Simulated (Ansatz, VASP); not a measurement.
**AlN in VASP and in Ansatz**

```
Al N
1.0
     3.40050    0.00000    0.00000
    -1.70025    2.94492    0.00000
     0.00000    0.00000    4.09860
Al N
2 2
Direct
  0.33333 0.66667 0.75000
  0.66667 0.33333 0.25000
  0.33333 0.66667 0.25000
  0.66667 0.33333 0.75000
```

Alike in both runs: task single point; functional PBEsol; k mesh 9 × 9 × 6; occupations gaussian, width 0.05 eV; no spin polarisation.

```csv
,VASP,Ansatz
version,VASP 6.6.1,Ansatz 0.2.0
potentials or method,"VASP PAW PBE potentials, release 64 (Al, N), cutoff 520 eV","scalar-relativistic, plane waves, PAW"
valence electrons in the cell,16,16
```

Ansatz gave:

* gap on the k mesh at the Fermi level (eV): 3.10
* least direct gap on the mesh (eV): 3.10
* pressure (GPa): -9.9
* traceless stress, the component that is largest in VASP (GPa): 5.10

Which values does VASP return?

gap on the k mesh at the Fermi level (eV): 3.11; least direct gap on the mesh (eV): 3.11; pressure (GPa): -9.9; traceless stress, the component that is largest in VASP (GPa): 5.15.

VASP's potentials were made for PBE, not for PBEsol, and Ansatz warns of the same on its side.
